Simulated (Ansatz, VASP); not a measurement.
One calculation of CdAg, two programs

INCAR

```
SYSTEM = CdAg
PREC     = Accurate       ! precision mode
ENCUT    = 520            ! plane-wave cutoff, eV
EDIFF    = 1E-6           ! SCF threshold, eV
ISMEAR   = -1             ! smearing method
SIGMA    = 0.05           ! smearing width, eV
LREAL    = .FALSE.        ! projectors in reciprocal space
LASPH    = .TRUE.         ! aspherical terms in the spheres
NELM     = 60             ! most SCF steps
ALGO     = Normal         ! electronic algorithm
ISIF     = 2              ! what is computed and relaxed
LWAVE    = .FALSE.        ! write WAVECAR
LCHARG   = .FALSE.        ! write CHGCAR
GGA      = CA             ! functional
NBANDS   = 18             ! bands
```

The input KPOINTS:

```
regular mesh
0
G
  14 14 14
  0 0 0
```

The input POSCAR:

```
CdAg
1.0
    1.4672486749      0.8471164174      4.6686388070
   -1.4672486749      0.8471164174      4.6686388070
    0.0000000000     -1.6942328348      4.6686388070
Cd Ag
1 1
Direct
    0.5000000000      0.5000000000      0.5000000000
    0.0000000000      0.0000000000      0.0000000000
```

Input for Ansatz:

```yaml
crystal:
  lattice:
    - [1.46724867486, 0.8471164174, 4.66863880704]
    - [-1.46724867486, 0.8471164174, 4.66863880704]
    - [0.0, -1.6942328348, 4.66863880704]
  atoms:
    - { symbol: Cd, position: [0.5, 0.5, 0.5] }
    - { symbol: Ag, position: [0.0, 0.0, 0.0] }
kpoints:
  mp_grid: { grid: [14, 14, 14] }
scf:
  occupations: { method: fermi_dirac, width: 0.05 }
hamiltonian:
  xc: lda
  pseudopotentials: { kind: paw }
output:
  forces: true
  stress: true
  eigenvalues: true
  eigenstates:
    nscf_kmesh: { grid: [20, 20, 20] }
    de_dk: true
    e_range: [-14, 14]
  optics:
    e_range: [0, 25]
    de: 0.2
    sigma: 0.15
    bands: { spectra_wanted_up_to: 25 }
    nscf_kmesh: { grid: [20, 20, 20] }
    drude_damping: 0.2
checkpoint:
  write: ck
  write_wavefunctions: false
```

Alike in both runs: task single point; functional LDA; k mesh 14 × 14 × 14; occupations fermi-dirac, width 0.05 eV; no spin polarisation.

```csv
,VASP,Ansatz
version,VASP 6.6.1,Ansatz 0.2.0
potentials or method,"VASP PAW LDA potentials, release 64 (Cd, Ag)","PAW with Ansatz's default frozen-core files, scalar-relativistic"
plane-wave cutoff (eV),520,420
valence electrons in the cell,23,39
```

|  | VASP | Ansatz | Ansatz less VASP |
| --- | --- | --- | --- |
| pressure (GPa) | 0.8 | 0.0 | -0.75 |
| traceless stress, the component that is largest in VASP (GPa) | 0.15 | 0.00 | -0.151 |

LDA's correlation is that of Perdew and Zunger in VASP and of Perdew and Wang (1992) in Ansatz. VASP's potentials hold 23 valence electrons a cell and Ansatz's 39, so a difference there can come from the potentials and not from the codes. Ansatz's warnings: optics on partly filled bands.
